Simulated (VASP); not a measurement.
Wanted: the native input for a VASP 6.6.1 run.

- Task: relaxation of cell and atoms
- Functional: PBE
- Potentials or basis: VASP PAW PBE potentials, release 64 (Si, C)
- Cutoff: 600 eV
- k mesh: 6 × 6 × 4
- Occupations: gaussian, width 0.1 eV
- Spin: no spin polarisation
- Dipole correction: no
- Further INCAR settings: ALGO = Normal; EDIFF = 1e-06; IBRION = 2; EDIFFG = -0.04; NSW = 90; ISIF = 3

The structure of SiC lies in POSCAR:

```
SiC
1.0
    2.5823837900      0.0000000000      0.0000000000
   -1.2911919000      2.2364099700      0.0000000000
    0.0000000000      0.0000000000      4.8500170000
Si C
1 1
Direct
    0.0000000000      0.0000000000      0.0000000000
    0.0000000000      0.0000000000      0.5000000000
```

One way to write it, as run:

INCAR

```
ALGO = Normal ; EDIFF = 1E-6
EDIFFG = -0.04 ; ENCUT = 600
GGA = PE ; IBRION = 2
ISIF = 3 ; ISMEAR = 0
LASPH = T ; LCHARG = F
LREAL = F ; LWAVE = F
NELM = 100 ; NSW = 90
PREC = Accurate ; SIGMA = 0.1
```

KPOINTS

```
k-points
0
Gamma
  6 6 4
```

Potentials or basis: VASP PAW PBE potentials, release 64 (Si, C).

The run is started by

```sh
$ cat potpaw_PBE.64/Si/POTCAR potpaw_PBE.64/C/POTCAR > POTCAR
$ mpirun -np 1 vasp_std > vasp.out
```

It gave:

```yaml
Relaxed_volume: 10.45 Å³/atom
Relaxed_cell: a = 2.504 Å, b = 2.504 Å, c = 3.851 Å, α = 90.00°, β = 90.00°, γ = 120.00°
Space_group_after_relaxing_to_0.05_Å: P6/mmm (No. 191)
Energy_gained_by_relaxing: 681.3 meV/atom
Ionic_steps: 9
Pressure_after_relaxing: 0.1 GPa
Band_gap_on_the_k_mesh: zero (band 4 reaches 13.22 eV, above the bottom of band 5 at 5.91 eV)
```

Caveat: the k points lie up to 0.48 Å⁻¹ apart in the final cell; the volume moved by over 15 % at a fixed basis, so the end points are rough.

Wall time 50 s on 1 thread of AMD EPYC 7R43 64-Core Processor (Zen 3), with other jobs on the host, peak memory 0.12 GiB.
